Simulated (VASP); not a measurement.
## BP: single point with PBE

The system is BP.

```
B P
1.0
     0.00000    2.23496    2.26900
     2.23496    0.00000    2.26900
     2.23496    2.23496    0.00000
B P
1 1
Direct
  0.00000 0.00000 0.00000
  0.75000 0.75000 0.75000
```

This cell differs from its parent crystal: strain -0.0150 x Voigt [1, 1, 0, 0, 0, 0].

```yaml
Program: VASP 6.6.1
Task: single point
Functional: PBE
Potentials_or_basis: VASP PAW PBE potentials, release 64 (B, P)
Cutoff: 520 eV
k_mesh: 10 × 10 × 10
Occupations: gaussian, width 0.05 eV
Spin: no spin polarisation
Dipole_correction: no
Further_INCAR_settings: ALGO = Normal; EDIFF = 1e-06; NBANDS = 11
```

| Item | Value |
| --- | --- |
| Pressure | 6.2 GPa |
| Band gap on the k mesh | 1.08 eV, indirect (least direct gap 3.37 eV) |

Stress tensor (GPa, compression positive):
```
7.59 0.00 0.00
0.00 7.59 0.00
0.00 0.00 3.35
```

Levels at points of the mesh, in eV from the valence-band top:
| k point | band 1 | band 2 | band 3 | band 4 | band 5 | band 6 | band 7 | band 8 | band 9 |
| --- | --- | --- | --- | --- | --- | --- | --- | --- | --- |
| (0.00, 0.00, 0.00) | -15.78 | -0.15 | 0.00 | 0.00 | 3.37 | 3.37 | 3.45 | 7.78 | 11.67 |
| (0.50, 0.00, 0.00) | -12.34 | -9.30 | -1.95 | -1.74 | 3.87 | 4.65 | 4.76 | 10.18 | 14.68 |
| (0.50, 0.50, 0.00) | -10.87 | -8.88 | -4.17 | -4.17 | 1.33 | 1.73 | 12.36 | 12.36 | 15.43 |
| (0.50, 0.00, 0.50) | -10.72 | -8.74 | -4.34 | -4.31 | 1.16 | 1.51 | 12.18 | 12.52 | 15.56 |

Run time: 42 s on 1 thread of AMD EPYC 7R13, with other jobs on the host, peak memory 0.12 GiB.

Caveat: the cell differs from its parent crystal (strain -0.0150 x Voigt [1, 1, 0, 0, 0, 0]). A k mesh can miss the band edges.
